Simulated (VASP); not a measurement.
# ScCdC4N4 (P4/mmm) in VASP: single point with PBE

Aim: the single point of ScCdC4N4 with PBE.

All numbers are computed with VASP 6.6.1; they aren't measurements. Logs are shortened: lines on timing, memory, paths and dates and some standing lists are left out, and cuts for length are marked.

## 1. The cell of the first run

The structure is tetragonal, space group P4/mmm (No. 123). Conventional cell: a = 7.483 Å, b = 7.483 Å, c = 3.242 Å, α = 90.00°, β = 90.00°, γ = 90.00°. Within 2.8 Å of Sc (site symmetry 4/mmm) lie 4 N at 2.12 Å. Cd (site symmetry 4/mmm) has 4 C at 2.00 Å within 2.7 Å. Within 1.6 Å of C (site symmetry m2m) lie 1 N at 1.17 Å. N (site symmetry m2m) has 1 C at 1.17 Å within 1.6 Å.

## 2. Single point, PBE

The input, INCAR:

```
SYSTEM = ScCdC4N4
ALGO = Normal ; EDIFF = 1E-6
ENCUT = 700 ; GGA = PE
GGA_COMPAT = .False. ; ISIF = 2
ISMEAR = 0 ; LASPH = .True.
LCHARG = .True. ; LELF = .True.
LREAL = .False. ; LVHAR = .True.
LWAVE = .False. ; NBANDS = 44
NELM = 120 ; PREC = Accurate
SIGMA = 0.1
```

The input, KPOINTS:

```
k-points
0
Gamma
  2 2 6
  0 0 0
```

The input, POSCAR:

```
ScCdC4N4
1.0
    7.4826039600      0.0000000000      0.0000000000
    0.0000000000      7.4826039600      0.0000000000
    0.0000000000      0.0000000000      3.2418577100
Sc Cd C N
1 1 4 4
Direct
    0.5000000000      0.5000000000      0.0000000000
    0.0000000000      0.0000000000      0.0000000000
    0.1890946900      0.8109053100      0.0000000000
    0.8109053100      0.1890946900      0.0000000000
    0.1890946900      0.1890946900      0.0000000000
    0.8109053100      0.8109053100      0.0000000000
    0.2996598000      0.7003402000      0.0000000000
    0.7003402000      0.2996598000      0.0000000000
    0.2996598000      0.2996598000      0.0000000000
    0.7003402000      0.7003402000      0.0000000000
```

Potentials or basis: VASP PAW PBE potentials, release 64 (Sc_sv, Cd_sv_GW, C, N).

Run with:

```
$ cat potpaw_PBE.64/Sc_sv/POTCAR potpaw_PBE.64/Cd_sv_GW/POTCAR potpaw_PBE.64/C/POTCAR potpaw_PBE.64/N/POTCAR > POTCAR
$ mpirun -np 1 vasp_std > vasp.out
```

OUTCAR:

```text
SYSTEM = ScCdC4N4
   EDIFF = 1E-6
   ENCUT = 700
   GGA = PE
   ISIF = 2
   ISMEAR = 0
   LASPH = .True.
   LREAL = .False.
   NELM = 120
   PREC = Accurate

 ion  position               nearest neighbor table
   1  0.500  0.500  0.000-   7 2.12   8 2.12   9 2.12  10 2.12
   2  0.000  0.000  0.000-   3 2.00   4 2.00   5 2.00   6 2.00
   3  0.189  0.811  0.000-   7 1.17   2 2.00
   4  0.811  0.189  0.000-   8 1.17   2 2.00
   5  0.189  0.189  0.000-   9 1.17   2 2.00
   6  0.811  0.811  0.000-  10 1.17   2 2.00
   7  0.300  0.700  0.000-   3 1.17   1 2.12
   8  0.700  0.300  0.000-   4 1.17   1 2.12
   9  0.300  0.300  0.000-   5 1.17   1 2.12
  10  0.700  0.700  0.000-   6 1.17   1 2.12

  LATTYP: Found a simple tetragonal cell.
 ALAT       =     7.4826039600
 C/A-ratio  =     0.4332526120

  Lattice vectors:

 A1 = (   7.4826039600,   0.0000000000,   0.0000000000)
 A2 = (   0.0000000000,   7.4826039600,   0.0000000000)
 A3 = (   0.0000000000,   0.0000000000,   3.2418577100)

Analysis of symmetry for initial positions (statically):
=====================================================================
 Subroutine PRICEL returns:
 Original cell was already a primitive cell.

 Routine SETGRP: Setting up the symmetry group for a
 simple tetragonal supercell.

 Subroutine GETGRP returns: Found 16 space group operations
 (whereof 16 operations were pure point group operations)
 out of a pool of 16 trial point group operations.

The static configuration has the point symmetry D_4h.

Analysis of symmetry for dynamics (positions and initial velocities):
=====================================================================
 Subroutine PRICEL returns:
 Original cell was already a primitive cell.

 Routine SETGRP: Setting up the symmetry group for a
 simple tetragonal supercell.

 Subroutine GETGRP returns: Found 16 space group operations
 (whereof 16 operations were pure point group operations)
 out of a pool of 16 trial point group operations.

The dynamic configuration has the point symmetry D_4h.

 Subroutine INISYM returns: Found 16 space group operations
 (whereof 16 operations are pure point group operations),
 and found     1 'primitive' translations

----------------------------------------------------------------------------------------

                                     Primitive cell

  volume of cell :     181.5095

[... 99 lines left out ...]
   POTIM  = 0.5000    time-step for ionic-motion
   TEBEG  =    0.0;   TEEND  =   0.0 temperature during run
   PSTRESS=    0.0 pullay stress
   NELECT =      67.0000    total number of electrons
   NUPDOWN=      -1.0000    fix difference up-down
   EMIN   =  10.00;   EMAX   =-10.00  energy-range for DOS
   EFERMI =   0.00;   METHOD = LEGACY
   ISMEAR =     0;   SIGMA  =   0.10  broadening in eV -4-tet -1-fermi 0-gaus
   EFERMI_NEDOS =   21; number of points for ismear=-14 and -15
   IALGO  =     38    algorithm
   IMIX   =      4    mixing-type and parameters
     AMIX     =   0.40;   BMIX     =  1.00
     AMIX_MAG =   1.60;   BMIX_MAG =  1.00
  volume/ion in A,a.u.               =      18.15       122.49
  Fermi-wavevector in a.u.,A,eV,Ry     =   1.174356  2.219212 18.763973  1.379113
  Thomas-Fermi vector in A             =   2.310755
   LORBIT       =      0    0 simple, 1 ext, 2 COOP (PROOUT), +10 PAW based schemes
   GGA     = PE    functional components
   LHFCALC =     F    Hartree Fock is set to
   AEXX    =    0.0000 exact exchange contribution
   IVDW    =     0    specifies the selected vdW correction
   LEPSILON=     F    determine dielectric tensor
   LRPA    =     F    only Hartree local field effects (RPA)
 non-spin polarized calculation
 Gauss-broadening in eV      SIGMA  =   0.10
  energy-cutoff  :      700.00
  volume of cell :      181.51
 maximum number of plane-waves:      7688
 NGX is ok and might be reduce to    70
   NGX = 33   NGY = 33   NGZ = 13

 number of electron      67.0000003 magnetization

 Free energy of the ion-electron system (eV)
  ---------------------------------------------------
  ext. energy  EPLUGINS =         0.00000000
  ---------------------------------------------------
  free energy    TOTEN  =       -72.25725895 eV

  energy without entropy =      -72.21727799  energy(sigma->0) =      -72.23726847

 E-fermi :   1.0159     XC(G=0):  -7.9237

 val. band max:        0.9953954833   @ k =   0.5000   0.0000   0.3333
 cond. band min:       1.0352493207   @ k =   0.5000   0.0000   0.1667
 fundamental gap:      0.0398538374
 Fermi energy:         1.0158932462

 k-point     1 :       0.0000    0.0000    0.0000
  band No.  band energies     occupation
      1    -101.8389      2.00000
      2     -63.0285      2.00000
      3     -62.8468      2.00000
      4     -62.8468      2.00000
      5     -48.8240      2.00000
      6     -27.5081      2.00000
[... 553 lines left out ...]
     43       4.9879      0.00000
     44       5.0217      0.00000

------------------------ aborting loop because EDIFF is reached ----------------------------------------

  FORCE on cell =-STRESS in cart. coord.  units (eV):
  Direction    XX          YY          ZZ          XY          YZ          ZX
  --------------------------------------------------------------------------------------
  -------------------------------------------------------------------------------------
  Total       20.9948794     20.9948794      3.8763104      0.0000000     -0.0000000      0.0000000
  in kB      185.3209420    185.3209420     34.2160334      0.0000000     -0.0000000      0.0000000
  external PRESSURE =     134.9526392 kB  Pullay stress =       0.0000000 kB

 VOLUME and BASIS-vectors are now :
 -----------------------------------------------------------------------------
  energy-cutoff  :      700.00
  volume of cell :      181.51
      direct lattice vectors                 reciprocal lattice vectors
     7.482603960  0.000000000  0.000000000     0.133643315  0.000000000  0.000000000
     0.000000000  7.482603960  0.000000000     0.000000000  0.133643315  0.000000000
     0.000000000  0.000000000  3.241857710     0.000000000  0.000000000  0.308465112

 POSITION                                       TOTAL-FORCE (eV/Angst)
 -----------------------------------------------------------------------------------
      3.74130      3.74130      0.00000         0.000000     -0.000000      0.000000
      0.00000      0.00000      0.00000         0.000000     -0.000000      0.000000
      1.41492      6.06768      0.00000         2.523853     -2.523853     -0.000000
      6.06768      1.41492      0.00000        -2.523853      2.523853      0.000000
      1.41492      1.41492      0.00000         2.523853      2.523853     -0.000000
      6.06768      6.06768      0.00000        -2.523853     -2.523853      0.000000
      2.24224      5.24037      0.00000         0.072902     -0.072902     -0.000000
      5.24037      2.24224      0.00000        -0.072902      0.072902      0.000000
      2.24224      2.24224      0.00000         0.072902      0.072902     -0.000000
      5.24037      5.24037      0.00000        -0.072902     -0.072902      0.000000
 -----------------------------------------------------------------------------------
    total drift:                                0.000000      0.000000      0.000000

  FREE ENERGIE OF THE ION-ELECTRON SYSTEM (eV)
  ---------------------------------------------------
  free  energy   TOTEN  =       -72.2572589460 eV

  energy  without entropy=      -72.2172779867  energy(sigma->0) =      -72.23726847
```

Run time: 3.7 min. Hardware: 1 thread of AMD EPYC 9R45 (Zen 5), shared host; peak memory 0.44 GiB.

What came out:

| Property | Result |
| --- | --- |
| Free energy | -72.2573 eV |
| Pressure | 13.5 GPa |
| Largest force | 3.569 eV/Å |
| Band gap on the k mesh | zero (an odd number of electrons rules out a gap without spin polarisation) |

Forces on the atoms (eV/Å):
```
Sc   0.000  0.000  0.000
Cd   0.000  0.000  0.000
C    2.524 -2.524  0.000
C   -2.524  2.524  0.000
C    2.524  2.524  0.000
C   -2.524 -2.524  0.000
N    0.073 -0.073  0.000
N   -0.073  0.073  0.000
N    0.073  0.073  0.000
N   -0.073 -0.073  0.000
```

Stress tensor (GPa, compression positive):
```
18.53  0.00  0.00
 0.00 18.53  0.00
 0.00  0.00  3.42
```

Levels at points of the mesh, in eV from the Fermi level:
| k point | band 32 | band 33 | band 34 | band 35 | band 36 | band 37 |
| --- | --- | --- | --- | --- | --- | --- |
| (0.00, 0.00, 0.00) | -3.56 | -0.58 | -0.57 | 0.84 | 2.42 | 2.42 |
| (0.50, 0.00, 0.00) | -3.52 | -0.56 | -0.47 | 1.23 | 2.17 | 2.42 |
| (0.50, 0.50, 0.00) | -3.67 | -0.73 | -0.45 | 1.69 | 2.42 | 2.42 |
| (0.00, 0.00, 0.50) | -3.68 | -0.68 | -0.11 | 0.63 | 0.63 | 1.27 |
| (0.50, 0.00, 0.50) | -3.74 | -0.84 | 0.04 | 0.72 | 1.57 | 1.58 |
| (0.50, 0.50, 0.50) | -3.72 | -0.16 | -0.09 | 0.65 | 0.65 | 1.78 |

Caveat: the k points lie up to 0.42 Å⁻¹ apart, too coarse for converged energies and pressures of a metal; an odd number of electrons without spin polarisation forces a metal; a magnetic or distorted state may lie lower.

The gap in the log of VASP goes by the Fermi energy; the results here count the filled bands.